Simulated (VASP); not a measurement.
The system is HfB2.

```
Hf B
1.0
     4.85573    0.00000    0.00000
    -2.42786    4.20518    0.00000
     0.00000    0.00000    3.36685
Hf B
2 4
Direct
  0.33333 0.66667 0.13293
  0.66667 0.33333 0.13293
  0.50000 0.00000 0.55907
  0.00000 0.50000 0.55907
  0.50000 0.50000 0.55907
  0.00000 0.00000 0.12839
```

The cell was built from a structure type or drawn by symmetry, and may not be a known phase.

* Program: VASP 6.6.1
* Task: relaxation of cell and atoms
* Functional: PBE
* Potentials or basis: VASP PAW PBE potentials, release 64 (Hf_pv, B)
* Cutoff: 600 eV
* k mesh: 6 × 6 × 6
* Occupations: gaussian, width 0.1 eV
* Spin: no spin polarisation

At the start: pressure 53.0 GPa; volume 11.46 Å³/atom.

Question: Where does the relaxation end?

Answer: Over 24 steps the energy falls by 834.2 meV/atom and the volume is 12.66 Å³/atom (+10.5 %); space group P6mm (No. 183, to 0.1 Å) before, P6/mmm (No. 191, to 0.1 Å).

The path:
| step | energy change (eV) | largest force (eV/Å) | pressure (GPa) | volume (Å³) |
| --- | --- | --- | --- | --- |
| 1 | 0.0000 | 9.6316 | 53.02 | 68.75 |
| 2 | 0.9558 | 4.8834 | -6.33 | 113.10 |
| 3 | -1.3296 | 4.9918 | -7.31 | 101.04 |
| 4 | -3.0267 | 4.5181 | -5.02 | 92.17 |
| 5 | -4.2851 | 1.9260 | 8.61 | 79.93 |
| 6 | -4.2831 | 2.1748 | 7.36 | 80.62 |
| 7 | -4.5515 | 0.2106 | -9.86 | 89.23 |
| 8 | -4.6677 | 0.4136 | -4.71 | 85.99 |
| 9 | -4.7996 | 0.2157 | -1.65 | 82.78 |
| 10 | -4.8278 | 0.6530 | 0.65 | 80.70 |
| 11 | -4.9181 | 0.2303 | 0.42 | 79.19 |
| 12 | -4.9540 | 0.2372 | 0.30 | 78.01 |
| 13 | -4.9503 | 0.9399 | 1.14 | 75.53 |
| 14 | -4.9694 | 0.6323 | 0.77 | 76.68 |
| 15 | -4.9700 | 0.5003 | 0.52 | 77.16 |
| 16 | -4.9706 | 0.5638 | 0.65 | 76.93 |
| 17 | -4.9983 | 0.1501 | -1.22 | 76.42 |
| 18 | -4.9982 | 0.1538 | -1.16 | 76.44 |
| 19 | -5.0002 | 0.1055 | 0.94 | 75.20 |
| 20 | -5.0018 | 0.1246 | 0.09 | 75.69 |
| 21 | -5.0029 | 0.1043 | 0.19 | 75.66 |
| 22 | -5.0038 | 0.0991 | 0.38 | 75.59 |
| 23 | -5.0045 | 0.0794 | 0.20 | 75.69 |
| 24 | -5.0051 | 0.0210 | -0.30 | 75.97 |

Final structure:
```xyz
6
Lattice="4.5656 0.0000 0.0000 -2.2828 3.9540 0.0000 0.0000 0.0000 4.2085" Properties=species:S:1:pos:R:3 pbc="T T T"
Hf    0.0000    2.6360    0.4000
Hf    2.2828    1.3180    0.4000
B     2.2828    0.0000    2.5055
B    -1.1414    1.9770    2.5055
B     1.1414    1.9770    2.5055
B     0.0000    0.0000    0.4011
```

Caveat: a cell axis changed by over 15 % at a fixed basis, so the end point is rough.
